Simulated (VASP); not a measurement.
Ir, 3 atoms in the cell. The structure is trigonal, space group R-3m (No. 166). The conventional cell has a = 2.726 Å, b = 2.726 Å, c = 19.911 Å, α = 90.00°, β = 90.00°, γ = 120.00°. Within 3.6 Å of Ir (site symmetry -3m) lie 12 Ir at 2.70 to 2.73 Å. Ir (site symmetry 3m) has 12 Ir at 2.70 to 2.74 Å within 3.6 Å. 

| Quantity | Value |
| --- | --- |
| Program | VASP 6.6.1 |
| Task | single point |
| Functional | r2SCAN |
| Potentials or basis | VASP PAW PBE potentials, release 64 (Ir) |
| Cutoff | 520 eV |
| k mesh | 9 × 9 × 9 |
| Occupations | gaussian, width 0.1 eV |
| Spin | no spin polarisation |
| Dipole correction | no |
| Further INCAR settings | ALGO = Normal; EDIFF = 1e-07; NBANDS = 20 |

Potentials or basis: VASP PAW PBE potentials, release 64 (Ir).

The run is started by

```sh
$ cat potpaw_PBE.64/Ir/POTCAR > POTCAR
$ cp INCAR.step1 INCAR
$ mpirun -np 1 vasp_std > vasp.out
$ cp INCAR.step2 INCAR
$ mpirun -np 1 vasp_std > vasp.out
```

Hardware: 1 thread of AMD EPYC 7R13 Processor (Zen 3) (shared host).

Problem. Estimate the wall time of this run.

Solution. It took 24 min on 1 thread of AMD EPYC 7R13 Processor (Zen 3) (shared host), peak memory 0.45 GiB. Counts: k points 85.
